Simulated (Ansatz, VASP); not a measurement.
## Lu: VASP beside Ansatz

File INCAR:

```
SYSTEM = Lu
  PREC = Accurate
  ENCUT = 520
  EDIFF = 1E-6
  ISMEAR = -1
  SIGMA = 0.05
  LREAL = .False.
  LASPH = .True.
  NELM = 80
  ALGO = Fast
  ISIF = 2
  LWAVE = .False.
  LCHARG = .False.
  GGA = PE
  NBANDS = 32
```

File KPOINTS:

```
Automatic mesh
0
Gamma
  7 7 4
  0 0 0
```

Contents of POSCAR:

```
Lu
1.0
    3.5031000000      0.0000000000      0.0000000000
   -1.7515500000      3.0337735920      0.0000000000
    0.0000000000      0.0000000000      5.7729360000
Lu
2
Direct
    0.6666666667      0.3333333333      0.7500000000
    0.3333333333      0.6666666667      0.2500000000
```

Contents of input.yaml:

```yaml
crystal:
  lattice:
    - [3.5031, 0.0, 0.0]
    - [-1.75155, 3.033773592, 0.0]
    - [0.0, 0.0, 5.772936]
  atoms:
    - { symbol: Lu, position: [0.6666666667, 0.3333333333, 0.75] }
    - { symbol: Lu, position: [0.3333333333, 0.6666666667, 0.25] }
hamiltonian:
  xc: pbe
  pseudopotentials: { kind: paw }
kpoints:
  mp_grid: { grid: [7, 7, 4] }
  band_path:
    path:
      - [[0.0, 0.0, 0.0], [0.5, 0.0, 0.0], [0.3333333333, 0.3333333333, 0.0], [0.0, 0.0, 0.0], [0.0, 0.0, 0.5], [0.5, 0.0, 0.5], [0.3333333333, 0.3333333333, 0.5], [0.0, 0.0, 0.5]]
      - [[0.5, 0.0, 0.5], [0.5, 0.0, 0.0]]
      - [[0.3333333333, 0.3333333333, 0.0], [0.3333333333, 0.3333333333, 0.5]]
    npoints: 14
scf:
  occupations: { method: fermi_dirac, width: 0.05 }
  n_extra_bands: 6
output:
  forces: true
  stress: true
  eigenvalues: true
  fatbands: false
```

Alike in both runs: functional PBE; k mesh 7 × 7 × 4; occupations fermi-dirac, width 0.05 eV; no spin polarisation.

```csv
,VASP,Ansatz
version,VASP 6.6.1,Ansatz 0.2.0
potentials or method,"VASP PAW PBE potentials, release 64 (Lu)",Ansatz PAW
plane-wave cutoff (eV),520,420
valence electrons in the cell,50,50
task,single point,band structure
```

Ansatz gave:

| Item | Value |
| --- | --- |
| gap on the k mesh at the Fermi level (eV) | none |
| pressure (GPa) | -2.2 |
| traceless stress, the component that is largest in VASP (GPa) | -2.27 |

Q: Estimate VASP's values.

A: gap on the k mesh at the Fermi level (eV): none; pressure (GPa): -2.2; traceless stress, the component that is largest in VASP (GPa): -2.28.

A gap of «none» marks a metal or a gap that the smearing closes.

Neither program's run includes spin-orbit coupling.
